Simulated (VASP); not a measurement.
Write the native input for VASP 6.6.1 that does the following.

* Task: single point
* Functional: PBE
* Potentials or basis: VASP PAW PBE potentials, release 64 (Ti_sv, Si)
* Cutoff: 520 eV
* k mesh: 6 × 6 × 6
* Occupations: gaussian, width 0.1 eV
* Spin: no spin polarisation
* Dipole correction: no
* Further INCAR settings: ALGO = Normal; EDIFF = 1e-06; NBANDS = 29

The structure of TiSi2 lies in POSCAR:

```
TiSi2
1.0
    1.7651050100     -6.7592816400      0.0000000000
    1.7651050100      6.7592816400      0.0000000000
    0.0000000000      0.0000000000      3.5651738600
Ti Si
2 4
Direct
    0.8968819300      0.1031180700      0.7500000000
    0.1031180700      0.8968819300      0.2500000000
    0.5582514400      0.4417485600      0.7500000000
    0.4417485600      0.5582514400      0.2500000000
    0.2496851800      0.7503148200      0.7500000000
    0.7503148200      0.2496851800      0.2500000000
```

The input as run:

INCAR

```
PREC     = Accurate       # precision mode
ENCUT    = 520            # plane-wave cutoff, eV
EDIFF    = 1E-6           # SCF threshold, eV
ISMEAR   = 0              # smearing method
SIGMA    = 0.1            # smearing width, eV
LREAL    = False          # projectors in reciprocal space
LASPH    = True           # aspherical terms in the spheres
NELM     = 100            # most SCF steps
ALGO     = Normal         # electronic algorithm
ISIF     = 2              # what is computed and relaxed
LWAVE    = False          # write WAVECAR
LCHARG   = False          # write CHGCAR
GGA      = PE             # functional
NBANDS   = 29             # bands
```

KPOINTS

```
regular mesh
0
Gamma
  6 6 6
```

Potentials or basis: VASP PAW PBE potentials, release 64 (Ti_sv, Si).

Run with:

```bash
$ cat potpaw_PBE.64/Ti_sv/POTCAR potpaw_PBE.64/Si/POTCAR > POTCAR
$ mpirun -np 1 vasp_std > vasp.out
```

Results of the run:

- Pressure: 1.8 GPa
- Largest force: 0.208 eV/Å
- Band gap on the k mesh: zero (band 20 reaches 11.02 eV, above the bottom of band 21 at 10.01 eV)

Run time: 3.3 min on 1 thread of Intel(R) Xeon(R) Platinum 8259CL CPU @ 2.50GHz (Skylake/Cascade Lake) (shared host), peak memory 0.32 GiB.
